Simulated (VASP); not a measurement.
KTaO3:

```
K Ta O
1.0
     4.02438    0.00000    0.00000
     0.00000    4.02438    0.00000
     0.00000    0.00000    4.02438
K Ta O
1 1 3
Direct
  0.50000 0.50000 0.50000
  0.00000 0.00000 0.00000
  0.50000 0.00000 0.00000
  0.00000 0.50000 0.00000
  0.00000 0.00000 0.50000
```

```yaml
Program: VASP 6.6.1
Task: relaxation of cell and atoms
Functional: LDA
Potentials_or_basis: VASP PAW LDA potentials, release 64 (K_sv, Ta_sv_GW, O)
Cutoff: 700 eV
k_mesh: 6 × 6 × 6
Occupations: fermi-dirac, width 0.02 eV
Spin: no spin polarisation
```

At the start: pressure -10.0 GPa; volume 13.04 Å³/atom.

Problem. Where does the relaxation end?

Solution. Over 4 steps the energy falls by 21.0 meV/atom and the volume is 12.39 Å³/atom (-5.0 %); space group Pm-3m (No. 221, to 0.1 Å) before and after.

Step by step:
```tsv
step	energy change (eV)	largest force (eV/Å)	pressure (GPa)	volume (Å³)
1	0.0000	0.0000	-9.98	65.18
2	0.1113	0.0000	17.83	57.82
3	-0.1050	0.0000	-0.18	62.01
4	-0.1050	0.0000	0.03	61.95
```

Final structure:
```yaml
crystal:
  lattice:
    - [3.95682, 0.00000, 0.00000]
    - [0.00000, 3.95682, 0.00000]
    - [0.00000, 0.00000, 3.95682]
  atoms:
    - { symbol: K, position: [0.50000, 0.50000, 0.50000] }
    - { symbol: Ta, position: [0.00000, 0.00000, 0.00000] }
    - { symbol: O, position: [0.50000, 0.00000, 0.00000] }
    - { symbol: O, position: [0.00000, 0.50000, 0.00000] }
    - { symbol: O, position: [0.00000, 0.00000, 0.50000] }
```
